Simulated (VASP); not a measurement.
Here is a VASP 6.6.1 calculation.

File INCAR:

```
PREC = Accurate ; ENCUT = 520
EDIFF = 1E-7 ; ISMEAR = 0
SIGMA = 0.05 ; LREAL = False
LASPH = True ; NELM = 60
ALGO = Normal ; ISIF = 2
LWAVE = False ; LCHARG = False
NBANDS = 56
```

The input KPOINTS:

```
regular mesh
0
Gamma
  5 7 3
```

The input POSCAR:

```
HfO2
1.0
    0.0000000000     -4.7888991458      0.0000000000
    0.0000000000      0.0000000000     -3.1858186391
    9.8277982917      0.0000000000      0.0000000000
Hf O
4 8
Direct
    0.0000000000      0.0000000000      0.2911991114
    0.0000000000      0.0000000000      0.7784800876
    0.5000000000      0.5000000000      0.0475586233
    0.5000000000      0.5000000000      0.5348395995
    0.1951075729      0.5000000000      0.8735522963
    0.1951075729      0.5000000000      0.3862713200
    0.6951075729      0.0000000000      0.9270483671
    0.6951075729      0.0000000000      0.4397673909
    0.3048924271      0.0000000000      0.1426308319
    0.3048924271      0.0000000000      0.6299118082
    0.8048924271      0.5000000000      0.1961269028
    0.8048924271      0.5000000000      0.6834078790
```

Potentials or basis: VASP PAW LDA potentials, release 64 (Hf_pv, O).

The run is started by

```bash
$ cat potpaw_LDA.64/Hf_pv/POTCAR potpaw_LDA.64/O/POTCAR > POTCAR
$ mpirun -np 1 vasp_std > vasp.out
```

(1) Estimate the pressure.

(2) Predict the band gap on the k mesh.

Results:

(1) -6.8 GPa.

(2) 3.16 eV.

Caveat: the cell differs from its parent crystal (the distance across one plane changed); the cell stands under tension; spin-orbit coupling is left out, which moves the levels of the heavy elements; forces of over 1 eV/Å act on the atoms, so gaps and moduli don't describe the material at rest.
